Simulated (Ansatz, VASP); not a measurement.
## One calculation of CsCl, two programs

```
Cs Cl
1.0
     4.13928    0.00000    0.00000
     0.00000    4.13928    0.00000
     0.00000    0.00000    4.13928
Cs Cl
1 1
Cartesian
  0.0000 0.0000 0.0000
  2.0696 2.0696 2.0696
```

Alike in both runs: functional r2SCAN; k mesh 6 × 6 × 6; occupations gaussian, width 0.02 eV; no spin polarisation.

Ansatz relaxed the structure, and its values are those at the end. VASP's run is a single point on that final structure, the one shown.

|  | VASP | Ansatz |
| --- | --- | --- |
| version | VASP 6.6.1 | Ansatz 0.2.0 |
| potentials or method | VASP PAW PBE potentials, release 64 (Cs_sv, Cl), cutoff 550 eV | scalar-relativistic, plane waves, PAW |
| valence electrons in the cell | 16 | 16 |

VASP gave:

| Item | Value |
| --- | --- |
| gap on the k mesh at the Fermi level (eV) | 5.91 |
| least direct gap on the mesh (eV) | 5.91 |
| pressure (GPa) | 0.1 |

Task: Estimate Ansatz's values.

Result: gap on the k mesh at the Fermi level (eV): 5.91; least direct gap on the mesh (eV): 5.91; pressure (GPa): 0.0.

VASP's potentials were made for PBE, not for r2SCAN.

Neither program's run includes spin-orbit coupling.
